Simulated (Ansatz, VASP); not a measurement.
**SnO: VASP beside Ansatz**

File INCAR:

```
SYSTEM = SnO
ALGO     = Normal         ! electronic algorithm
EDIFF    = 1E-8           ! SCF threshold, eV
ENCUT    = 520            ! plane-wave cutoff, eV
GGA      = CA             ! functional
ISIF     = 2              ! what is computed and relaxed
ISMEAR   = -1             ! smearing method
LASPH    = .TRUE.         ! aspherical terms in the spheres
LCHARG   = .FALSE.        ! write CHGCAR
LEFG     = .TRUE.       
LREAL    = .FALSE.        ! projectors in reciprocal space
LWAVE    = .FALSE.        ! write WAVECAR
NBANDS   = 28             ! bands
NELM     = 60             ! most SCF steps
PREC     = Accurate       ! precision mode
SIGMA    = 0.02           ! smearing width, eV
```

The input KPOINTS:

```
k-points
0
G
  6 6 5
  0 0 0
```

Contents of POSCAR:

```
SnO
1.0
    3.7892841860      0.0000000000      0.0000000000
    0.0000000000      3.7892841860      0.0000000000
    0.0000000000      0.0000000000      4.8198259661
Sn O
2 2
Direct
    0.0000000000      0.5000000000      0.2385000000
    0.5000000000      0.0000000000      0.7615000000
    0.0000000000      0.0000000000      0.0000000000
    0.5000000000      0.5000000000      0.0000000000
```

Input for Ansatz:

```yaml
crystal:
  lattice:
    - [3.789284186, 0.0, 0.0]
    - [0.0, 3.789284186, 0.0]
    - [0.0, 0.0, 4.8198259661]
  atoms:
    - { symbol: Sn, position: [0.0, 0.5, 0.2385] }
    - { symbol: Sn, position: [0.5, 0.0, 0.7615] }
    - { symbol: O, position: [0.0, 0.0, 0.0] }
    - { symbol: O, position: [0.5, 0.5, 0.0] }
kpoints:
  mp_grid: { grid: [6, 6, 5] }
scf:
  occupations: { method: fermi_dirac, width: 0.02 }
hamiltonian:
  xc: lda
  pseudopotentials: { kind: paw }
output:
  forces: true
  stress: true
  eigenvalues: true
  efg: { contact_densities: true }
```

Change from the starting cell: volume scaled by 0.99, PAW files.

Alike in both runs: task electric field gradients; functional LDA; k mesh 6 × 6 × 5; occupations fermi-dirac, width 0.02 eV; no spin polarisation.

```csv
,VASP,Ansatz
version,VASP 6.6.1,Ansatz 0.2.0
potentials or method,"VASP PAW LDA potentials, release 64 (Sn_d, O)","PAW with Ansatz's default frozen-core files, scalar-relativistic"
plane-wave cutoff (eV),520,420
valence electrons in the cell,40,40
```

Ansatz gave:

```
pressure (GPa)                                       : -1.9
rms of the force components (eV/Å)                   : 0.049
size of Vzz on the site where it differs most (V/Å²) : 172.2
```

Question: Which values does VASP return?

Answer: Pressure (GPa): -1.6; rms of the force components (eV/Å): 0.003; size of Vzz on the site where it differs most (V/Å²): 166.3.

LDA's correlation is that of Perdew and Zunger in VASP and of Perdew and Wang (1992) in Ansatz. Atom by atom the forces differ by 0.046 eV/Å (rms over components).
